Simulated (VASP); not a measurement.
# TiAl (P-6m2) in VASP: further runs, part 2 of 2

VASP 6.6.1.

### Step 5. Single point, PBEsol, collinear spin (16.87 Å³/atom)

This run uses another cell than the first one, of 16.87 Å³/atom.

Input file INCAR:

```
PREC = Accurate
ENCUT = 520
EDIFF = 1E-6
ISMEAR = 0
SIGMA = 0.15
LREAL = False
LASPH = True
NELM = 150
ALGO = Normal
ISIF = 2
LWAVE = False
LCHARG = True
ISPIN = 2
MAGMOM = 0.75 0
LORBIT = 11
NUPDOWN = 0.75
LMAXMIX = 4
GGA = PS
LELF = True
LVHAR = True
NBANDS = 18
```

Input file KPOINTS:

```
regular mesh
0
Gamma
  21 21 12
```

Input file POSCAR:

```
TiAl
1.0
    2.8850104496      0.0000000000      0.0000000000
   -1.4425052248      2.4984923395      0.0000000000
    0.0000000000      0.0000000000      4.6799630897
Ti Al
1 1
Direct
    0.0000000000      0.0000000000      0.0000000000
    0.3333333333      0.6666666667      0.5000000000
```

Potentials or basis: VASP PAW PBE potentials, release 64 (Ti_sv, Al).

Command:

```console
cat potpaw_PBE.64/Ti_sv/POTCAR potpaw_PBE.64/Al/POTCAR > POTCAR
mpirun -np 1 vasp_std > vasp.out
```

OUTCAR:

```text
PREC = Accurate
   ENCUT = 520
   EDIFF = 1E-6
   ISMEAR = 0
   LREAL = False
   LASPH = True
   NELM = 150
   ISIF = 2
   ISPIN = 2
   LORBIT = 11
   NUPDOWN = 0.75
   GGA = PS

 ion  position               nearest neighbor table
   1  0.000  0.000  0.000-   2 2.87   2 2.87   2 2.87   2 2.87   2 2.87   2 2.87
   2  0.333  0.667  0.500-   1 2.87   1 2.87   1 2.87   1 2.87   1 2.87   1 2.87

  LATTYP: Found a hexagonal cell.
 ALAT       =     2.8850104496
 C/A-ratio  =     1.6221650394

  Lattice vectors:

 A1 = (   2.8850104496,   0.0000000000,   0.0000000000)
 A2 = (  -1.4425052248,   2.4984923395,   0.0000000000)
 A3 = (   0.0000000000,   0.0000000000,   4.6799630897)

Analysis of symmetry for initial positions (statically):
=====================================================================
 Subroutine PRICEL returns:
 Original cell was already a primitive cell.

 Routine SETGRP: Setting up the symmetry group for a
 hexagonal supercell.

 Subroutine GETGRP returns: Found 12 space group operations
 (whereof 12 operations were pure point group operations)
 out of a pool of 24 trial point group operations.

The static configuration has the point symmetry D_3h.

Analysis of symmetry for dynamics (positions and initial velocities):
=====================================================================
 Subroutine PRICEL returns:
 Original cell was already a primitive cell.

 Routine SETGRP: Setting up the symmetry group for a
 hexagonal supercell.

 Subroutine GETGRP returns: Found 12 space group operations
 (whereof 12 operations were pure point group operations)
 out of a pool of 24 trial point group operations.

The dynamic configuration has the point symmetry D_3h.

Analysis of structural, dynamic, and magnetic symmetry:
=====================================================================
 Subroutine PRICEL returns:
 Original cell was already a primitive cell.

 Routine SETGRP: Setting up the symmetry group for a
 hexagonal supercell.

 Subroutine GETGRP returns: Found 12 space group operations
 (whereof 12 operations were pure point group operations)
 out of a pool of 24 trial point group operations.

The overall configuration has the point symmetry D_3h.

 Subroutine INISYM returns: Found 12 space group operations
 (whereof 12 operations are pure point group operations),
 and found     1 'primitive' translations

----------------------------------------------------------------------------------------

                                     Primitive cell

  volume of cell :      33.7340

  direct lattice vectors                    reciprocal lattice vectors
     2.885010450  0.000000000  0.000000000     0.346619195  0.200120686  0.000000000
    -1.442505225  2.498492339  0.000000000     0.000000000  0.400241371  0.000000000
     0.000000000  0.000000000  4.679963090     0.000000000  0.000000000  0.213676899

  length of vectors
     2.885010450  2.885010450  4.679963090     0.400241371  0.400241371  0.213676899

  position of ions in fractional coordinates (direct lattice)
     0.000000000  0.000000000  0.000000000
     0.333333333  0.666666667  0.500000000

  ion indices of the primitive-cell ions
   primitive index   ion index
[... 65 lines left out ...]
   PREC   = accura    normal or accurate (medium, high low for compatibility)
   ISTART =      0    job   : 0-new  1-cont  2-samecut
   ICHARG =      2    charge: 1-file 2-atom 10-const
   ISPIN  =      2    spin polarized calculation?
   LNONCOLLINEAR =      F non collinear calculations
   LSORBIT =      F    spin-orbit coupling
   LASPH  =      T    aspherical Exc in radial PAW
   ENCUT  =  520.0 eV  38.22 Ry    6.18 a.u.   5.36  5.36  8.70*2*pi/ulx,y,z
   NELM   =    150;   NELMIN=  2; NELMDL= -5     # of ELM steps
   EDIFF  = 0.1E-05   stopping-criterion for ELM
   LREAL  =      F    real-space projection
   EDIFFG = 0.1E-04   stopping-criterion for IOM
   NSW    =      0    number of steps for IOM
   IBRION =     -1    ionic relax: 0-MD 1-quasi-New 2-CG
   NFREE  =      0    steps in history (QN), initial steepest desc. (CG)
   ISIF   =      2    stress and relaxation
   ISYM   =      2    0-nonsym 1-usesym 2-fastsym
   POTIM  = 0.5000    time-step for ionic-motion
   TEBEG  =    0.0;   TEEND  =   0.0 temperature during run
   PSTRESS=    0.0 pullay stress
   NELECT =      15.0000    total number of electrons
   NUPDOWN=       0.7500    fix difference up-down
   EMIN   =  10.00;   EMAX   =-10.00  energy-range for DOS
   EFERMI =   0.00;   METHOD = LEGACY
   ISMEAR =     0;   SIGMA  =   0.15  broadening in eV -4-tet -1-fermi 0-gaus
   EFERMI_NEDOS =   21; number of points for ismear=-14 and -15
   IALGO  =     38    algorithm
   IMIX   =      4    mixing-type and parameters
     AMIX     =   0.40;   BMIX     =  1.00
     AMIX_MAG =   1.60;   BMIX_MAG =  1.00
  volume/ion in A,a.u.               =      16.87       113.82
  Fermi-wavevector in a.u.,A,eV,Ry     =   1.249538  2.361284 21.243375  1.561344
  Thomas-Fermi vector in A             =   2.383573
   LORBIT       =     11    0 simple, 1 ext, 2 COOP (PROOUT), +10 PAW based schemes
   GGA     = PS    functional components
   LHFCALC =     F    Hartree Fock is set to
   AEXX    =    0.0000 exact exchange contribution
   IVDW    =     0    specifies the selected vdW correction
   LEPSILON=     F    determine dielectric tensor
   LRPA    =     F    only Hartree local field effects (RPA)
 spin polarized calculation
 Gauss-broadening in eV      SIGMA  =   0.15
  energy-cutoff  :      520.00
  volume of cell :       33.73
 maximum number of plane-waves:       941
 NGX is ok and might be reduce to    24
   NGX = 11   NGY = 11   NGZ = 17

 number of electron      14.9999999 magnetization       0.7500000

 Free energy of the ion-electron system (eV)
  ---------------------------------------------------
  ext. energy  EPLUGINS =         0.00000000
  ---------------------------------------------------
  free energy    TOTEN  =       -12.89992905 eV

  energy without entropy =      -12.87999306  energy(sigma->0) =      -12.88996105

 E-fermi :   7.6228     XC(G=0): -10.9694

 val. band max:        7.8556324203   @ k =   0.1905   0.0476   0.1667
 cond. band min:       7.6228668516   @ k =   0.3333   0.0952   0.2500
 fundamental gap:     -0.2327655687
 Fermi energy:         7.8587445597

 spin component 1

 k-point     1 :       0.0000    0.0000    0.0000
  band No.  band energies     occupation
      1     -48.8461      1.00000
      2     -25.2513      1.00000
      3     -24.8721      1.00000
      4     -24.8721      1.00000
      5      -1.2919      1.00000
      6       5.1160      1.00000
[... 493 lines left out ...]
     17      22.5563      0.00000
     18      23.5323      0.00000

 [... further k-points ...]

 spin component 2

 k-point     1 :       0.0000    0.0000    0.0000
  band No.  band energies     occupation
      1     -48.4455      1.00000
      2     -24.8950      1.00000
      3     -24.4470      1.00000
      4     -24.4470      1.00000
      5      -1.1125      1.00000
      6       5.6790      1.00000
[... 493 lines left out ...]
     17      22.7798      0.00000
     18      23.8997      0.00000

 [... further k-points ...]

------------------------ aborting loop because EDIFF is reached ----------------------------------------

  FORCE on cell =-STRESS in cart. coord.  units (eV):
  Direction    XX          YY          ZZ          XY          YZ          ZX
  --------------------------------------------------------------------------------------
  -------------------------------------------------------------------------------------
  Total       -0.5580738     -0.5580738     -1.1756521      0.0000000      0.0000000     -0.0000000
  in kB      -26.5054024    -26.5054024    -55.8369367      0.0000000      0.0000000     -0.0000000
  external PRESSURE =     -36.2825805 kB  Pullay stress =       0.0000000 kB

 VOLUME and BASIS-vectors are now :
 -----------------------------------------------------------------------------
  energy-cutoff  :      520.00
  volume of cell :       33.73
      direct lattice vectors                 reciprocal lattice vectors
     2.885010450  0.000000000  0.000000000     0.346619195  0.200120686  0.000000000
    -1.442505225  2.498492339  0.000000000     0.000000000  0.400241371  0.000000000
     0.000000000  0.000000000  4.679963090     0.000000000  0.000000000  0.213676899

 POSITION                                       TOTAL-FORCE (eV/Angst)
 -----------------------------------------------------------------------------------
      0.00000      0.00000      0.00000        -0.000000      0.000000      0.000000
     -0.00000      1.66566      2.33998         0.000000     -0.000000      0.000000
 -----------------------------------------------------------------------------------
    total drift:                                0.000000     -0.000000      0.000000

  FREE ENERGIE OF THE ION-ELECTRON SYSTEM (eV)
  ---------------------------------------------------
  free  energy   TOTEN  =       -12.8999290462 eV

  energy  without entropy=      -12.8799930623  energy(sigma->0) =      -12.88996105

 total charge

# of ion       s       p       d       tot
------------------------------------------
    1        2.216   6.129   1.900  10.245
    2        0.426   0.371   0.000   0.797
--------------------------------------------------
tot          2.642   6.500   1.900  11.042

 magnetization (x)

# of ion       s       p       d       tot
------------------------------------------
    1        0.007   0.039   0.414   0.460
    2       -0.000   0.011   0.000   0.011
--------------------------------------------------
tot          0.007   0.051   0.414   0.471
```

It took 4.1 min on 1 thread of AMD EPYC 9R45 (Zen 5), shared host; peak memory 0.38 GiB.

Results:

| Quantity | Value |
| --- | --- |
| Free energy | -12.8999 eV |
| Pressure | -3.6 GPa |
| Net moment | 0.75 μB per cell |
| Site moments | Ti +0.46; Al +0.01 μB |
| Valence electrons inside the program's atomic spheres | Ti 10.24; Al 0.80 |

Caveat: the cell stands under tension; the PAW data sets were made with another functional, which shifts forces and pressure a little; the total moment is fixed, so each spin has its own Fermi level.

### Step 6. Summary

| fixed moment (μB) | cell | pressure (GPa) | moment (μB) |
| --- | --- | --- | --- |
| 0.875 | a = 2.922, b = 2.922, c = 4.739 Å, angles 90.0, 90.0, 120.0°, 2 atoms | -6.9 | 0.87 |
| 0.125 | a = 2.957, b = 2.957, c = 4.797 Å, angles 90.0, 90.0, 120.0°, 2 atoms | -10.2 | 0.12 |
| 1.0 | a = 2.885, b = 2.885, c = 4.680 Å, angles 90.0, 90.0, 120.0°, 2 atoms | -3.3 | 1.00 |
| 0.75 | a = 2.885, b = 2.885, c = 4.680 Å, angles 90.0, 90.0, 120.0°, 2 atoms | -3.6 | 0.75 |

Alike in all rows: task single point; level PBEsol; potentials or basis VASP PAW PBE potentials, release 64 (Ti_sv, Al); spin collinear; k mesh 21 × 21 × 12; cutoff (eV) 520; smearing gaussian 0.15 eV.

Caveats: the cell stands under tension; the PAW data sets were made with another functional, which shifts forces and pressure a little; the total moment is fixed, so each spin has its own Fermi level.

Absolute energies hang on the potentials; compare differences alone.
